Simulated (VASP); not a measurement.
# CuAu (P4/mmm) in VASP: notebook

Aim: see how the results for CuAu move with the level of theory and the settings. Levels: PBE0, r2SCANh, HF, PBEsol-based screened hybrid with 25 % exact exchange, HSE06. Tasks: single point.

All numbers are computed with VASP 6.6.1; they aren't measurements. Logs are shortened: lines on timing, memory, paths and dates and some standing lists are left out, and cuts for length are marked.

### 1 The cell of the first run

The structure is tetragonal, space group P4/mmm (No. 123). The conventional cell has a = 2.866 Å, b = 2.866 Å, c = 3.757 Å, α = 90.00°, β = 90.00°, γ = 90.00°. Au (site symmetry 4/mmm) has 8 Cu at 2.76 Å and 4 Au at 2.87 Å within 3.6 Å. Within 3.6 Å of Cu (site symmetry 4/mmm) lie 8 Au at 2.76 Å and 4 Cu at 2.87 Å.

### 2 Single point, PBE0

Input file POSCAR:

```
CuAu
1.0
    2.8658761851      0.0000000000      0.0000000000
    0.0000000000      2.8658761851      0.0000000000
    0.0000000000      0.0000000000      3.7572732506
Au Cu
1 1
Direct
    0.0000000000      0.0000000000      0.0000000000
    0.5000000000      0.5000000000      0.5000000000
```

Input file INCAR.step1:

```
SYSTEM = CuAu
ALGO = Normal ; EDIFF = 1E-5
ENCUT = 520 ; GGA = PE
ISIF = 2 ; ISMEAR = -1
LASPH = .True. ; LCHARG = .False.
LREAL = .False. ; LWAVE = .True.
NBANDS = 18 ; NELM = 80
PREC = Accurate ; SIGMA = 0.05
```

Input file INCAR.step2:

```
SYSTEM = CuAu
AEXX = 0.25 ; ALGO = Normal
EDIFF = 1E-7 ; ENCUT = 520
GGA = PE ; ISIF = 2
ISMEAR = -1 ; ISTART = 1
LASPH = .True. ; LCHARG = .False.
LHFCALC = .True. ; LREAL = .False.
LWAVE = .False. ; NBANDS = 18
NELM = 80 ; PREC = Accurate
PRECFOCK = Normal ; SIGMA = 0.05
```

Input file KPOINTS:

```
k-points
0
Gamma
  6 6 4
  0 0 0
```

Potentials or basis: VASP PAW PBE potentials, release 64 (Au, Cu).

The run is started by

```console
cat potpaw_PBE.64/Au/POTCAR potpaw_PBE.64/Cu/POTCAR > POTCAR
cp INCAR.step1 INCAR
mpirun -np 1 vasp_std > vasp.out
cp INCAR.step2 INCAR
mpirun -np 1 vasp_std > vasp.out
```

OUTCAR:

```text
SYSTEM = CuAu
   AEXX = 0.25
   EDIFF = 1E-7
   ENCUT = 520
   GGA = PE
   ISIF = 2
   ISMEAR = -1
   ISTART = 1
   LASPH = .True.
   LHFCALC = .True.
   LREAL = .False.
   NELM = 80
   PREC = Accurate
   PRECFOCK = Normal

 ion  position               nearest neighbor table
   1  0.000  0.000  0.000-   2 2.76   2 2.76   2 2.76   2 2.76   2 2.76   2 2.76   2 2.76   2 2.76

   2  0.500  0.500  0.500-   1 2.76   1 2.76   1 2.76   1 2.76   1 2.76   1 2.76   1 2.76   1 2.76

  LATTYP: Found a simple tetragonal cell.
 ALAT       =     2.8658761851
 C/A-ratio  =     1.3110382333

  Lattice vectors:

 A1 = (   2.8658761851,   0.0000000000,   0.0000000000)
 A2 = (   0.0000000000,   2.8658761851,   0.0000000000)
 A3 = (   0.0000000000,   0.0000000000,   3.7572732506)

Analysis of symmetry for initial positions (statically):
=====================================================================
 Subroutine PRICEL returns:
 Original cell was already a primitive cell.

 Routine SETGRP: Setting up the symmetry group for a
 simple tetragonal supercell.

 Subroutine GETGRP returns: Found 16 space group operations
 (whereof 16 operations were pure point group operations)
 out of a pool of 16 trial point group operations.

The static configuration has the point symmetry D_4h.

Analysis of symmetry for dynamics (positions and initial velocities):
=====================================================================
 Subroutine PRICEL returns:
 Original cell was already a primitive cell.

 Routine SETGRP: Setting up the symmetry group for a
 simple tetragonal supercell.

 Subroutine GETGRP returns: Found 16 space group operations
 (whereof 16 operations were pure point group operations)
 out of a pool of 16 trial point group operations.

The dynamic configuration has the point symmetry D_4h.

 Subroutine INISYM returns: Found 16 space group operations
 (whereof 16 operations are pure point group operations),
 and found     1 'primitive' translations

----------------------------------------------------------------------------------------

                                     Primitive cell

  volume of cell :      30.8594

  direct lattice vectors                    reciprocal lattice vectors
     2.865876185  0.000000000  0.000000000     0.348933427  0.000000000  0.000000000
     0.000000000  2.865876185  0.000000000     0.000000000  0.348933427  0.000000000
     0.000000000  0.000000000  3.757273251     0.000000000  0.000000000  0.266150459

  length of vectors
     2.865876185  2.865876185  3.757273251     0.348933427  0.348933427  0.266150459

  position of ions in fractional coordinates (direct lattice)
     0.000000000  0.000000000  0.000000000
     0.500000000  0.500000000  0.500000000

  ion indices of the primitive-cell ions
   primitive index   ion index
                 1           1
                 2           2

----------------------------------------------------------------------------------------

 KPOINTS: k-points

Automatic generation of k-mesh.
 Grid dimensions read from file:
 generate k-points for:    6    6    4

 Generating k-lattice:

  Cartesian coordinates                     Fractional coordinates (reciprocal lattice)
     0.058155571  0.000000000  0.000000000     0.166666667  0.000000000  0.000000000
     0.000000000  0.058155571  0.000000000     0.000000000  0.166666667  0.000000000
     0.000000000  0.000000000  0.066537615     0.000000000  0.000000000  0.250000000

  Length of vectors
     0.058155571  0.058155571  0.066537615

  Shift w.r.t. Gamma in fractional coordinates (k-lattice)
     0.000000000  0.000000000  0.000000000

 Subroutine IBZKPT returns following result:
 ===========================================

 Found     30 irreducible k-points:

 Following reciprocal coordinates:
            Coordinates               Weight
  0.000000  0.000000  0.000000      1.000000
  0.166667  0.000000  0.000000      4.000000
  0.333333  0.000000  0.000000      4.000000
  0.500000  0.000000  0.000000      2.000000
  0.166667  0.166667  0.000000      4.000000
  0.333333  0.166667  0.000000      8.000000
[... 16 lines left out ...]
  0.333333  0.000000  0.500000      4.000000
  0.500000  0.000000  0.500000      2.000000
 [... further k-points ...]
   k-points           NKPTS =     30   k-points in BZ     NKDIM =    144   number of bands    NBANDS=     18
   number of dos      NEDOS =    301   number of ions     NIONS =      2
   total plane-waves  NPLWV =  16128
   dimension x,y,z NGX =    24 NGY =   24 NGZ =   28
   dimension x,y,z NGXF=    48 NGYF=   48 NGZF=   56
   ions per type =               1   1
   NGX,Y,Z   is equivalent  to a cutoff of  13.92, 13.92, 12.39 a.u.
   NGXF,Y,Z  is equivalent  to a cutoff of  27.84, 27.84, 24.78 a.u.
 SYSTEM =  CuAu
   PREC   = accura    normal or accurate (medium, high low for compatibility)
   ISTART =      1    job   : 0-new  1-cont  2-samecut
   ICHARG =      0    charge: 1-file 2-atom 10-const
   ISPIN  =      1    spin polarized calculation?
   LNONCOLLINEAR =      F non collinear calculations
   LSORBIT =      F    spin-orbit coupling
   LASPH  =      T    aspherical Exc in radial PAW
   ENCUT  =  520.0 eV  38.22 Ry    6.18 a.u.   5.33  5.33  6.99*2*pi/ulx,y,z
   NELM   =     80;   NELMIN=  2; NELMDL=  0     # of ELM steps
   EDIFF  = 0.1E-06   stopping-criterion for ELM
   LREAL  =      F    real-space projection
   EDIFFG = 0.1E-05   stopping-criterion for IOM
   NSW    =      0    number of steps for IOM
   IBRION =     -1    ionic relax: 0-MD 1-quasi-New 2-CG
   NFREE  =      0    steps in history (QN), initial steepest desc. (CG)
   ISIF   =      2    stress and relaxation
   ISYM   =      3    0-nonsym 1-usesym 2-fastsym
   POTIM  = 0.5000    time-step for ionic-motion
   TEBEG  =    0.0;   TEEND  =   0.0 temperature during run
   PSTRESS=    0.0 pullay stress
   NELECT =      22.0000    total number of electrons
   NUPDOWN=      -1.0000    fix difference up-down
   EMIN   =  10.00;   EMAX   =-10.00  energy-range for DOS
   EFERMI =   0.00;   METHOD = LEGACY
   ISMEAR =    -1;   SIGMA  =   0.05  broadening in eV -4-tet -1-fermi 0-gaus
   EFERMI_NEDOS =   21; number of points for ismear=-14 and -15
   IALGO  =     38    algorithm
   IMIX   =      1    mixing-type and parameters
     AMIX     =   0.40;   BMIX     =  1.00
     AMIX_MAG =   1.60;   BMIX_MAG =  1.00
  volume/ion in A,a.u.               =      15.43       104.12
  Fermi-wavevector in a.u.,A,eV,Ry     =   1.462468  2.763665 29.100332  2.138814
  Thomas-Fermi vector in A             =   2.578678
   LORBIT       =      0    0 simple, 1 ext, 2 COOP (PROOUT), +10 PAW based schemes
   GGA     = PE    functional components
   LHFCALC =     T    Hartree Fock is set to
   PRECFOCK=normal    Normal, Fast or Accurate (Low or Medium for compatibility)
   ENCUT4O =  -1.0   cutoff for four orbital integrals eV
   NKREDX  =     1    reduce k-point grid by
   NKREDY  =     1    reduce k-point grid by
   NKREDZ  =     1    reduce k-point grid by
   AEXX    =    0.2500 exact exchange contribution
   HFSCREEN=    0.0000 screening length (either q_TF or 0.3 A-1)
   HFSCREENC=   0.0000 screening length for correlation (either q_TF or 0.3 A-1)
   ENCUTFOCK=  -1.0 apply spherical cutoff to Coloumb kernel
   IVDW    =     0    specifies the selected vdW correction
   LEPSILON=     F    determine dielectric tensor
   LRPA    =     F    only Hartree local field effects (RPA)
 non-spin polarized calculation
  energy-cutoff  :      520.00
  volume of cell :       30.86
 maximum number of plane-waves:       844
 NGX is ok and might be reduce to    24
  NGX = 16; NGY = 16; NGZ = 24

 number of electron      22.0000003 magnetization

 Free energy of the ion-electron system (eV)
  ---------------------------------------------------
  ext. energy  EPLUGINS =         0.00000000
  ---------------------------------------------------
  free energy    TOTEN  =        -7.61071831 eV

  energy without entropy =       -7.60861257  energy(sigma->0) =       -7.60966544

 E-fermi :   7.6374     XC(G=0):  -9.6323

 val. band max:        7.1451107059   @ k =   0.5000   0.1667   0.2500
 cond. band min:       7.7347338366   @ k =   0.3333   0.1667   0.5000
 fundamental gap:      0.5896231307
 Fermi energy:         7.6373960248

 k-point     1 :       0.0000    0.0000    0.0000
  band No.  band energies     occupation
      1      -2.9775      2.00000
      2      -0.1501      2.00000
      3      -0.0541      2.00000
      4       2.2357      2.00000
      5       2.2357      2.00000
      6       3.2001      2.00000
[... 10 lines left out ...]
     17      25.4848      0.00000
     18      26.3886      0.00000

 k-point     2 :       0.1667    0.0000    0.0000
  band No.  band energies     occupation
      1      -2.3077      2.00000
      2       0.0880      2.00000
      3       0.3862      2.00000
      4       1.9321      2.00000
      5       2.3897      2.00000
      6       3.0289      2.00000
[... 10 lines left out ...]
     17      26.1871      0.00000
     18      27.8181      0.00000

 k-point     3 :       0.3333    0.0000    0.0000
  band No.  band energies     occupation
      1      -0.7707      2.00000
      2       0.6078      2.00000
      3       1.2705      2.00000
      4       1.5634      2.00000
      5       2.5505      2.00000
      6       2.7879      2.00000
[... 10 lines left out ...]
     17      23.1683      0.00000
     18      26.0299      0.00000

 k-point     4 :       0.5000    0.0000    0.0000
  band No.  band energies     occupation
      1       0.0264      2.00000
      2       0.9404      2.00000
      3       1.1134      2.00000
      4       2.2534      2.00000
      5       2.3031      2.00000
      6       3.0944      2.00000
[... 10 lines left out ...]
     17      24.9448      0.00000
     18      25.8925      0.00000

 k-point     5 :       0.1667    0.1667    0.0000
  band No.  band energies     occupation
      1      -1.6487      2.00000
      2       0.5220      2.00000
      3       0.5830      2.00000
      4       1.7710      2.00000
      5       2.2166      2.00000
      6       2.7156      2.00000
[... 10 lines left out ...]
     17      26.8586      0.00000
     18      27.1382      0.00000

 k-point     6 :       0.3333    0.1667    0.0000
  band No.  band energies     occupation
      1      -0.2163      2.00000
      2       0.9035      2.00000
      3       1.1614      2.00000
      4       1.3423      2.00000
      5       1.9882      2.00000
      6       2.6631      2.00000
[... 10 lines left out ...]
     17      23.2190      0.00000
     18      24.9331      0.00000

 k-point     7 :       0.5000    0.1667    0.0000
  band No.  band energies     occupation
      1       0.7449      2.00000
      2       0.8268      2.00000
      3       0.9043      2.00000
      4       1.2025      2.00000
      5       1.9064      2.00000
      6       3.0588      2.00000
[... 10 lines left out ...]
     17      21.2525      0.00000
     18      22.4480      0.00000

 k-point     8 :       0.3333    0.3333    0.0000
  band No.  band energies     occupation
      1       0.0023      2.00000
      2       0.7661      2.00000
      3       0.9262      2.00000
      4       1.0782      2.00000
      5       2.6622      2.00000
      6       3.7455      2.00000
[... 10 lines left out ...]
     17      22.3895      0.00000
     18      22.5370      0.00000
[... 229 lines left out ...]
     17      21.2355      0.00000
     18      22.5633      0.00000

 k-point    20 :       0.5000    0.5000    0.2500
  band No.  band energies     occupation
      1      -0.3801      2.00000
      2       0.6390      2.00000
      3       0.6390      2.00000
      4       1.3839      2.00000
      5       3.7658      2.00000
      6       3.7658      2.00000
[... 10 lines left out ...]
     17      18.5261      0.00000
     18      18.6184      0.00000

 k-point    21 :       0.0000    0.0000    0.5000
  band No.  band energies     occupation
      1      -1.1055      2.00000
      2       0.1278      2.00000
      3       1.1288      2.00000
      4       2.7024      2.00000
      5       2.7024      2.00000
      6       2.8243      2.00000
[... 10 lines left out ...]
     17      23.9726      0.00000
     18      24.0029      0.00000

 k-point    22 :       0.1667    0.0000    0.5000
  band No.  band energies     occupation
      1      -0.5919      2.00000
      2       0.6063      2.00000
      3       0.7270      2.00000
      4       2.5501      2.00000
      5       2.6019      2.00000
      6       2.6590      2.00000
[... 10 lines left out ...]
     17      24.4085      0.00000
     18      27.2785      0.00000

 k-point    23 :       0.3333    0.0000    0.5000
  band No.  band energies     occupation
      1      -0.1833      2.00000
      2      -0.0677      2.00000
      3       2.1375      2.00000
      4       2.2389      2.00000
      5       2.3059      2.00000
      6       2.8847      2.00000
[... 10 lines left out ...]
     17      25.8008      0.00000
     18      26.8708      0.00000

 k-point    24 :       0.5000    0.0000    0.5000
  band No.  band energies     occupation
      1      -0.4029      2.00000
      2      -0.0916      2.00000
      3       1.8374      2.00000
      4       2.2009      2.00000
      5       2.2248      2.00000
      6       3.3196      2.00000
[... 10 lines left out ...]
     17      25.2115      0.00000
     18      27.9819      0.00000

 [... further k-points ...]

------------------------ aborting loop because EDIFF is reached ----------------------------------------

  FORCE on cell =-STRESS in cart. coord.  units (eV):
  Direction    XX          YY          ZZ          XY          YZ          ZX
  --------------------------------------------------------------------------------------
  -------------------------------------------------------------------------------------
  Total       -0.7064526     -0.7064526     -1.3854741      0.0000000      0.0000000      0.0000000
  in kB      -36.6780283    -36.6780283    -71.9318726      0.0000000      0.0000000      0.0000000
  external PRESSURE =     -48.4293097 kB  Pullay stress =       0.0000000 kB

 VOLUME and BASIS-vectors are now :
 -----------------------------------------------------------------------------
  energy-cutoff  :      520.00
  volume of cell :       30.86
      direct lattice vectors                 reciprocal lattice vectors
     2.865876185  0.000000000  0.000000000     0.348933427  0.000000000  0.000000000
     0.000000000  2.865876185  0.000000000     0.000000000  0.348933427  0.000000000
     0.000000000  0.000000000  3.757273251     0.000000000  0.000000000  0.266150459

 POSITION                                       TOTAL-FORCE (eV/Angst)
 -----------------------------------------------------------------------------------
      0.00000      0.00000      0.00000         0.000000      0.000000      0.000000
      1.43294      1.43294      1.87864         0.000000      0.000000      0.000000
 -----------------------------------------------------------------------------------
    total drift:                               -0.000000     -0.000000     -0.000000

  FREE ENERGIE OF THE ION-ELECTRON SYSTEM (eV)
  ---------------------------------------------------
  free  energy   TOTEN  =        -7.6107183055 eV

  energy  without entropy=       -7.6086125716  energy(sigma->0) =       -7.60966544
```

Run time: 38 min. Hardware: 1 thread of Intel Xeon Platinum 8488C (Sapphire Rapids), shared host; peak memory 0.17 GiB.

Results:

| Item | Value |
| --- | --- |
| Free energy | -7.6107 eV |
| Pressure | -4.8 GPa |
| Band gap on the k mesh | zero (bands 11 and 12 overlap by 9.91 eV) |

Stress tensor (GPa, compression positive):
```
-3.67  0.00  0.00
 0.00 -3.67  0.00
 0.00  0.00 -7.19
```

Caveat: the k points lie up to 0.42 Å⁻¹ apart, too coarse for converged energies and pressures of a metal; the PAW data sets were made with another functional, which shifts forces and pressure a little; spin-orbit coupling is left out, which moves the levels of the heavy elements.

(Continued in part 2 of 3.)

The gap in the log of VASP goes by the Fermi energy; the results here count the filled bands.